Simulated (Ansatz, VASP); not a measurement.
**One calculation of Ge, two programs**

```
Ge
1.0
     4.12353    0.00000    0.00000
     0.00000    4.12353    0.00000
     0.00000    0.00000    6.59837
Ge
6
Direct
  0.00000 0.00000 0.25000
  0.00000 0.00000 0.75000
  0.65668 0.23682 0.50000
  0.34332 0.76318 0.50000
  0.76318 0.65668 0.00000
  0.23682 0.34332 0.00000
```

Alike in both runs: task relaxation of cell and atoms; functional PBE; k mesh 4 × 4 × 4; occupations gaussian, width 0.1 eV; no spin polarisation.

|  | VASP | Ansatz |
| --- | --- | --- |
| version | VASP 6.6.1 | Ansatz 0.2.0 |
| potentials or method | VASP PAW PBE potentials, release 64 (Ge_d), cutoff 600 eV | scalar-relativistic, plane waves, PAW |
| valence electrons in the cell | 84 | 84 |

|  | VASP | Ansatz | Ansatz less VASP |
| --- | --- | --- | --- |
| gap on the k mesh at the Fermi level, each at its own relaxed structure (eV) | none | none | - |
| relaxed volume (Å³/atom) | 22.34 | 22.19 | -0.146 |
| relaxed length of the cell vector where the two differ most in proportion (Å) | 4.250 | 4.232 | -0.0177 |

A gap of «none» marks a metal or a gap that the smearing closes.

The k mesh is coarse, so the values compare programs but aren't converged. Noted on VASP's run: the volume moved by over 15 % at a fixed basis, so the end points are rough.
